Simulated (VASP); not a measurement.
# Mo (P6/mmm) in VASP: notebook, part 2 of 2

VASP 6.6.1. Earlier steps stand in the parts before.

## (3) Single point, LDA

Contents of INCAR:

```
SYSTEM = Mo
PREC = Accurate ; ENCUT = 520
EDIFF = 1E-6 ; ISMEAR = -1
SIGMA = 0.1 ; LREAL = .False.
LASPH = .True. ; NELM = 80
ALGO = Normal ; ISIF = 2
LWAVE = .False. ; LCHARG = .False.
NBANDS = 13
```

Contents of KPOINTS:

```
regular mesh
0
Gamma
  14 14 13
  0 0 0
```

Contents of POSCAR:

```
Mo
1.0
    2.7355104000      0.0000000000      0.0000000000
   -1.3677552000      2.3690215000      0.0000000000
    0.0000000000      0.0000000000      2.5551807000
Mo
1
Direct
    0.0000000000      0.0000000000      0.5000000000
```

Potentials or basis: VASP PAW LDA potentials, release 64 (Mo_sv).

Command:

```sh
$ cat potpaw_LDA.64/Mo_sv/POTCAR > POTCAR
$ mpirun -np 1 vasp_std > vasp.out
```

Run time: 46 s. Hardware: 1 thread of AMD EPYC, shared host; peak memory 0.11 GiB.

The run converged. Its results:

```yaml
Free_energy: -11.2370 eV
Pressure: -6.9 GPa
Band_gap_on_the_k_mesh: zero (band 7 reaches 12.38 eV, above the bottom of band 8 at 10.50 eV)
```

Stress tensor (GPa, compression positive):
```
 -4.64   0.00   0.00
  0.00  -4.64   0.00
  0.00   0.00 -11.32
```

Levels at points of the mesh, in eV from the Fermi level:
| k point | band 5 | band 6 | band 7 | band 8 | band 9 | band 10 |
| --- | --- | --- | --- | --- | --- | --- |
| (0.00, 0.00, 0.00) | -6.73 | -4.26 | -0.88 | -0.88 | 4.14 | 4.14 |
| (0.50, 0.00, 0.00) | -4.89 | -3.07 | 1.00 | 1.15 | 3.47 | 4.47 |

## (4) Single point, r2SCAN

POSCAR is that of step 3.

Contents of INCAR.step1:

```
PREC     = Accurate       # precision mode
ENCUT    = 520            # plane-wave cutoff, eV
ISMEAR   = -1             # smearing method
SIGMA    = 0.1            # smearing width, eV
LREAL    = F              # projectors in reciprocal space
LASPH    = T              # aspherical terms in the spheres
NELM     = 80             # most SCF steps
NBANDS   = 13             # bands
GGA      = PE             # functional
ALGO     = Normal         # electronic algorithm
EDIFF    = 1E-4           # SCF threshold, eV
LWAVE    = T              # write WAVECAR
LCHARG   = F              # write CHGCAR
```

Contents of INCAR.step2:

```
PREC     = Accurate       # precision mode
ENCUT    = 520            # plane-wave cutoff, eV
EDIFF    = 1E-7           # SCF threshold, eV
ISMEAR   = -1             # smearing method
SIGMA    = 0.1            # smearing width, eV
LREAL    = F              # projectors in reciprocal space
LASPH    = T              # aspherical terms in the spheres
NELM     = 80             # most SCF steps
ALGO     = Normal         # electronic algorithm
ISIF     = 2              # what is computed and relaxed
LWAVE    = F              # write WAVECAR
LCHARG   = T              # write CHGCAR
METAGGA  = R2SCAN         # meta-GGA
LMIXTAU  = T            
LELF     = T              # ELF
LVHAR    = T            
NBANDS   = 13             # bands
ISTART   = 1
```

Contents of KPOINTS:

```
Automatic mesh
0
Gamma
  14 14 13
```

Potentials or basis: VASP PAW PBE potentials, release 64 (Mo_sv).

Command:

```sh
$ cat potpaw_PBE.64/Mo_sv/POTCAR > POTCAR
$ cp INCAR.step1 INCAR
$ mpirun -np 1 vasp_std > vasp.out
$ cp INCAR.step2 INCAR
$ mpirun -np 1 vasp_std > vasp.out
```

OUTCAR:

```text
PREC = Accurate
   ENCUT = 520
   EDIFF = 1E-7
   ISMEAR = -1
   LREAL = F
   LASPH = T
   NELM = 80
   ISIF = 2
   METAGGA = R2SCAN
   ISTART = 1

 ion  position               nearest neighbor table
   1  0.000  0.000  0.500-

  LATTYP: Found a hexagonal cell.
 ALAT       =     2.7355104000
 C/A-ratio  =     0.9340782254

  Lattice vectors:

 A1 = (   2.7355104000,   0.0000000000,   0.0000000000)
 A2 = (  -1.3677552000,   2.3690215000,   0.0000000000)
 A3 = (   0.0000000000,   0.0000000000,   2.5551807000)

Analysis of symmetry for initial positions (statically):
=====================================================================
 Subroutine PRICEL returns:
 Original cell was already a primitive cell.

 Routine SETGRP: Setting up the symmetry group for a
 hexagonal supercell.

 Subroutine GETGRP returns: Found 24 space group operations
 (whereof 24 operations were pure point group operations)
 out of a pool of 24 trial point group operations.

The static configuration has the point symmetry D_6h.

[... 158 lines left out ...]

 val. band max:       11.5600686136   @ k =   0.1429   0.1429   0.4615
 cond. band min:      11.6083883312   @ k =   0.5000  -0.0000   0.3846
 fundamental gap:      0.0483197176
 Fermi energy:        11.5665624079

 k-point     1 :       0.0000    0.0000    0.0000
  band No.  band energies     occupation
      1     -51.4437      2.00000
      2     -23.9404      2.00000
      3     -23.9403      2.00000
      4     -23.8667      2.00000
      5       4.3750      2.00000
      6       6.8638      2.00000
      7      10.6106      1.99986
      8      10.6107      1.99986
      9      15.9487      0.00000
     10      15.9487      0.00000
     11      25.0797      0.00000
     12      28.3113      0.00000
     13      33.3889      0.00000
[... 354 lines left out ...]
  band No.  band energies     occupation
      1     -51.1650      2.00000
      2     -25.0878      2.00000
      3     -24.8631      2.00000
      4     -23.6837      2.00000
      5       8.3895      2.00000
      6       8.8680      2.00000
      7       9.8035      2.00000
      8      13.4243      0.00000
      9      13.9083      0.00000
     10      19.4723      0.00000
     11      20.6497      0.00000
     12      21.1281      0.00000
     13      32.3026      0.00000

 [... further k-points ...]
[... 5 lines left out ...]
  --------------------------------------------------------------------------------------
  -------------------------------------------------------------------------------------
  Total        0.3560370      0.3560370     -0.1204871      0.0000000      0.0000000      0.0000000
  in kB       34.4490041     34.4490041    -11.6579459      0.0000000      0.0000000      0.0000000
  external PRESSURE =      19.0800208 kB  Pullay stress =       0.0000000 kB

 VOLUME and BASIS-vectors are now :
 -----------------------------------------------------------------------------
  energy-cutoff  :      520.00
  volume of cell :       16.56
      direct lattice vectors                 reciprocal lattice vectors
     2.735510400  0.000000000  0.000000000     0.365562492  0.211057603  0.000000000
    -1.367755200  2.369021500  0.000000000     0.000000000  0.422115207  0.000000000
     0.000000000  0.000000000  2.555180700     0.000000000  0.000000000  0.391361754

 POSITION                                       TOTAL-FORCE (eV/Angst)
 -----------------------------------------------------------------------------------
      0.00000      0.00000      1.27759         0.000000      0.000000      0.000000
 -----------------------------------------------------------------------------------
    total drift:                               -0.000000      0.000000      0.000000

  FREE ENERGIE OF THE ION-ELECTRON SYSTEM (eV)
  ---------------------------------------------------
  free  energy   TOTEN  =       -25.1632390673 eV

  energy  without entropy=      -25.1388880944  energy(sigma->0) =      -25.15106358
```

OSZICAR.step1:

```text
N       E                     dE             d eps       ncg     rms          rms(c)
DAV:   1     0.114155198436E+03    0.11416E+03   -0.91980E+03  4397   0.112E+03
DAV:   2    -0.909976713611E+01   -0.12325E+03   -0.11942E+03  4908   0.333E+02
DAV:   3    -0.105250146392E+02   -0.14252E+01   -0.14208E+01  5118   0.371E+01
DAV:   4    -0.105293137173E+02   -0.42991E-02   -0.42990E-02  4963   0.229E+00
DAV:   5    -0.105293495348E+02   -0.35817E-04   -0.35816E-04  5198   0.175E-01    0.130E+01
DAV:   6    -0.101212738027E+02    0.40808E+00   -0.53993E-01  4463   0.870E+00    0.411E+00
DAV:   7    -0.100698067945E+02    0.51467E-01   -0.10566E-01  4878   0.367E+00    0.737E-01
DAV:   8    -0.100675573930E+02    0.22494E-02   -0.34427E-03  4553   0.738E-01    0.900E-02
DAV:   9    -0.100676012487E+02   -0.43856E-04   -0.36886E-05  3399   0.783E-02
   1 F= -.10067601E+02 E0= -.10053293E+02  d E =-.286155E-01
```

Run time: 4.7 min. Hardware: 1 thread of AMD EPYC, shared host; peak memory 0.12 GiB.

Results:

```
Free energy            : -25.1632 eV
Pressure               : 1.9 GPa
Band gap on the k mesh : zero (band 7 reaches 12.53 eV, above the bottom of band 8 at 10.61 eV)
```

Stress tensor (GPa, compression positive):
```
 3.44  0.00  0.00
 0.00  3.44  0.00
 0.00  0.00 -1.17
```

Caveat: the PAW data sets were made with another functional, which shifts forces and pressure a little.

## (5) Summary

| level | potentials or basis | gap on the mesh (eV) | pressure (GPa) |
| --- | --- | --- | --- |
| PBEsol | VASP PAW PBE potentials, release 64 (Mo_sv) | none | -3.0 |
| LDA | VASP PAW LDA potentials, release 64 (Mo_sv) | none | -6.9 |
| r2SCAN | VASP PAW PBE potentials, release 64 (Mo_sv) | none | 1.9 |

Alike in all rows: task single point; no spin polarisation; cell as given; k mesh 14 × 14 × 13; cutoff (eV) 520; smearing fermi-dirac 0.1 eV.

Caveats: the PAW data sets were made with another functional, which shifts forces and pressure a little (some runs).

Absolute energies hang on the potentials; compare differences alone.
